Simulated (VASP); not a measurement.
A run of VASP 6.6.1 is set up as follows.

The input INCAR:

```
SYSTEM = Mg31Te32
PREC = Accurate
ENCUT = 400
EDIFF = 1E-6
ISMEAR = -1
SIGMA = 0.05
LREAL = Auto
LASPH = .TRUE.
NELM = 200
ALGO = Normal
ISIF = 2
LWAVE = .FALSE.
LCHARG = .TRUE.
ISPIN = 2
MAGMOM = 0 0 0 0 0 0 0 0 0 0 0 0 0 0 0 0 0 0 0 0 0 0 0 0 0 0 0 0 0 0 0 0 0 0 0 0 0 0 0.25 0 0.25 0 0 0 0 0 0 0 0 0.25 0 0 0 0 0 0 0 0 0 0.25 0 0 0
LORBIT = 11
GGA = PS
LELF = .TRUE.
LVHAR = .TRUE.
NELECT = 255.0
ISYM = -1
NBANDS = 168
GGA_COMPAT = .FALSE.
```

The input KPOINTS:

```
explicit points
1
Reciprocal
  0.25000000   0.25000000   0.25000000 1
```

File POSCAR:

```
Mg31Te32
1.0
   12.8776180000      0.0000000000      0.0000000000
    0.0000000000     12.8776180000      0.0000000000
    0.0000000000      0.0000000000     12.8776180000
Mg Te
31 32
Direct
    0.9999720000      0.0000290000      0.0000370000
    0.9995100000      0.9995570000      0.5006590000
    0.9994510000      0.5004660000      0.9996700000
    0.9994060000      0.4998520000      0.5000260000
    0.5005750000      0.9995460000      0.9995660000
    0.4998940000      0.9993110000      0.4999720000
    0.4999060000      0.4998960000      0.9994540000
    0.2507870000      0.2505080000      0.9997210000
    0.2538130000      0.2538930000      0.5025260000
    0.2513610000      0.7490260000      0.9995700000
    0.2554060000      0.7448040000      0.4978840000
    0.7489350000      0.2511700000      0.9997620000
    0.7451320000      0.2553750000      0.4981730000
    0.7497010000      0.7497040000      0.9995940000
    0.7427260000      0.7424350000      0.5077370000
    0.2506930000      0.9997910000      0.2506560000
    0.2512220000      0.9994490000      0.7489640000
    0.2535520000      0.5026250000      0.2536890000
    0.2551630000      0.4979530000      0.7450840000
    0.7488090000      0.9996270000      0.2512040000
    0.7495400000      0.9996240000      0.7497680000
    0.7450810000      0.4983800000      0.2554880000
    0.7427600000      0.5075680000      0.7426460000
    0.9995380000      0.2506210000      0.2507130000
    0.9997820000      0.2510140000      0.7492030000
    0.9997880000      0.7492310000      0.2511000000
    0.9996520000      0.7497590000      0.7497650000
    0.5025910000      0.2541620000      0.2541860000
    0.4980370000      0.2555470000      0.7449750000
    0.4979600000      0.7449580000      0.2555700000
    0.5076480000      0.7422180000      0.7423430000
    0.1251070000      0.1251060000      0.1251760000
    0.1256570000      0.1255320000      0.6246010000
    0.1255200000      0.6246550000      0.1253650000
    0.1253500000      0.6250180000      0.6250000000
    0.6243840000      0.1257210000      0.1257230000
    0.6249150000      0.1254150000      0.6249690000
    0.6248810000      0.6250450000      0.1254060000
    0.6108260000      0.6101470000      0.6104110000
    0.3749720000      0.3749440000      0.1253760000
    0.3824320000      0.3827370000      0.6156080000
    0.3760180000      0.8736720000      0.1263110000
    0.3762740000      0.8731460000      0.6255910000
    0.8735340000      0.3760370000      0.1263830000
    0.8735110000      0.3760910000      0.6258450000
    0.8748970000      0.8751350000      0.1253970000
    0.8736950000      0.8737790000      0.6243420000
    0.3750270000      0.1253890000      0.3750500000
    0.3760600000      0.1261800000      0.8735650000
    0.3824590000      0.6152690000      0.3825040000
    0.3763440000      0.6255100000      0.8732680000
    0.8735560000      0.1261500000      0.3760090000
    0.8749060000      0.1253650000      0.8750940000
    0.8736320000      0.6258010000      0.3763160000
    0.8738180000      0.6242380000      0.8738140000
    0.1252500000      0.3749250000      0.3749580000
    0.1262350000      0.3759520000      0.8738840000
    0.1262990000      0.8737540000      0.3760210000
    0.1254550000      0.8750560000      0.8750900000
    0.6157930000      0.3830490000      0.3830180000
    0.6256780000      0.3763200000      0.8733780000
    0.6256750000      0.8732380000      0.3764140000
    0.6241060000      0.8735790000      0.8736680000
```

Potentials or basis: VASP PAW PBE potentials, release 64 (Mg, Te).

Command:

```console
$ cat potpaw_PBE.64/Mg/POTCAR potpaw_PBE.64/Te/POTCAR > POTCAR
$ mpirun -np 1 vasp_std > vasp.out
```

Q: Estimate the largest force.

A: 0.032 eV/Å.

Q: Predict the site moments.

A: Mg +0.00, -0.00 (each value once); Te +0.00, +0.01, +0.02, -0.00, +0.09 (each value once) μB.

Forces in eV/Å, atoms in the order of the input:
```
Mg   0.002  0.000  0.000
Mg   0.007  0.005 -0.017
Mg   0.006 -0.014  0.003
Mg   0.006 -0.004 -0.003
Mg  -0.013  0.005  0.005
Mg  -0.002  0.007 -0.003
Mg  -0.001 -0.004  0.006
Mg  -0.002  0.000 -0.003
Mg   0.004  0.003  0.010
Mg   0.004 -0.001  0.002
Mg   0.003 -0.004 -0.011
Mg   0.001  0.004  0.001
Mg  -0.008  0.006 -0.014
Mg  -0.005 -0.003  0.007
Mg   0.016  0.018 -0.022
Mg   0.000 -0.005  0.000
Mg   0.006  0.007  0.001
Mg   0.008  0.003  0.003
Mg   0.006 -0.010 -0.005
Mg   0.002  0.003  0.003
Mg  -0.001  0.005 -0.004
Mg  -0.007 -0.014  0.005
Mg   0.017 -0.021  0.017
Mg   0.000 -0.002 -0.003
Mg   0.003  0.004  0.001
Mg   0.000 -0.001  0.002
Mg   0.006 -0.004 -0.004
Mg   0.013  0.006  0.004
Mg  -0.013  0.003 -0.008
Mg  -0.012 -0.007  0.003
Mg  -0.014  0.017  0.014
Te  -0.006 -0.001 -0.008
Te   0.000 -0.003 -0.005
Te   0.002 -0.003  0.002
Te  -0.003  0.000  0.002
Te  -0.005 -0.002  0.000
Te  -0.001  0.003  0.002
Te   0.003  0.004  0.004
Te  -0.015  0.000 -0.007
Te  -0.003  0.000  0.004
Te   0.012  0.008  0.000
Te   0.006  0.000 -0.004
Te   0.000  0.000 -0.001
Te   0.000  0.002 -0.004
Te  -0.001  0.004 -0.003
Te  -0.001 -0.002  0.009
Te  -0.011 -0.014  0.007
Te   0.001  0.000  0.001
Te   0.004 -0.002 -0.001
Te   0.015  0.005  0.012
Te  -0.004  0.001  0.006
Te   0.001 -0.002  0.004
Te  -0.001  0.006  0.000
Te  -0.003 -0.003  0.000
Te  -0.012  0.005 -0.012
Te  -0.011  0.003 -0.001
Te  -0.005 -0.001 -0.001
Te  -0.003  0.000  0.006
Te   0.006 -0.003  0.000
Te  -0.003  0.005  0.006
Te   0.000 -0.001  0.005
Te   0.000  0.003  0.000
Te   0.003 -0.014 -0.014
```

Caveat: the cell carries a net charge on a neutralising background, which shifts energy and pressure; the PAW data sets were made with another functional, which shifts forces and pressure a little.
